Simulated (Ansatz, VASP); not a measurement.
## Hf3H in VASP and in Ansatz

File INCAR:

```
PREC = Accurate ; ENCUT = 600
EDIFF = 1E-6 ; ISMEAR = 0
SIGMA = 0.1 ; LREAL = False
LASPH = True ; NELM = 60
ALGO = Normal ; ISIF = 3
LWAVE = False ; LCHARG = False
GGA = PE ; IBRION = 2
NSW = 100 ; EDIFFG = -0.01
```

KPOINTS

```
Automatic mesh
0
Gamma
  12 12 12
```

Contents of POSCAR:

```
Hf3H
1.0
    4.2336158156      0.0000000000      0.0000000000
    0.0000000000      4.2336158156      0.0000000000
    0.0000000000      0.0000000000      4.2336158156
Hf H
3 1
Direct
    0.0000000000      0.5000000000      0.5000000000
    0.5000000000      0.0000000000      0.5000000000
    0.5000000000      0.5000000000      0.0000000000
    0.0000000000      0.0000000000      0.0000000000
```

Input for Ansatz:

```yaml
crystal:
  lattice:
    - [4.2336158156, 0.0, 0.0]
    - [0.0, 4.2336158156, 0.0]
    - [0.0, 0.0, 4.2336158156]
  atoms:
    - { symbol: Hf, position: [0.0, 0.5, 0.5] }
    - { symbol: Hf, position: [0.5, 0.0, 0.5] }
    - { symbol: Hf, position: [0.5, 0.5, 0.0] }
    - { symbol: H, position: [0.0, 0.0, 0.0] }
basis:
  ecutwfc: 420
kpoints:
  mp_grid: { grid: [12, 12, 12] }
hamiltonian:
  xc: pbe
scf:
  occupations: { method: gaussian, width: 0.1 }
output:
  forces: true
  stress: true
  eigenvalues: true
relax:
  adjacent_minimum: "off"
  f_tol: 0.01
  max_steps: 80
  cell: { stress_tol: 0.05 }
```

Alike in both runs: task relaxation of cell and atoms; functional PBE; k mesh 12 × 12 × 12; occupations gaussian, width 0.1 eV; no spin polarisation.

```csv
,VASP,Ansatz
version,VASP 6.6.1,Ansatz 0.2.0
potentials or method,"VASP PAW PBE potentials, release 64 (Hf_pv, H), cutoff 600 eV","scalar-relativistic, plane waves, PAW"
valence electrons in the cell,31,79
```

VASP gave:

- gap on the k mesh at the Fermi level, each at its own relaxed structure (eV): none
- relaxed volume (Å³/atom): 18.82
- relaxed length of the cell vector where the two differ most in proportion (Å): 4.223

Question: What did Ansatz give for the same quantities?

Answer: gap on the k mesh at the Fermi level, each at its own relaxed structure (eV): none; relaxed volume (Å³/atom): 18.90; relaxed length of the cell vector where the two differ most in proportion (Å): 4.228.

A gap of «none» marks a metal or a gap that the smearing closes. VASP's potentials hold 31 valence electrons a cell and Ansatz's 79, so a difference there can come from the potentials and not from the codes.

Spin-orbit coupling is off throughout.
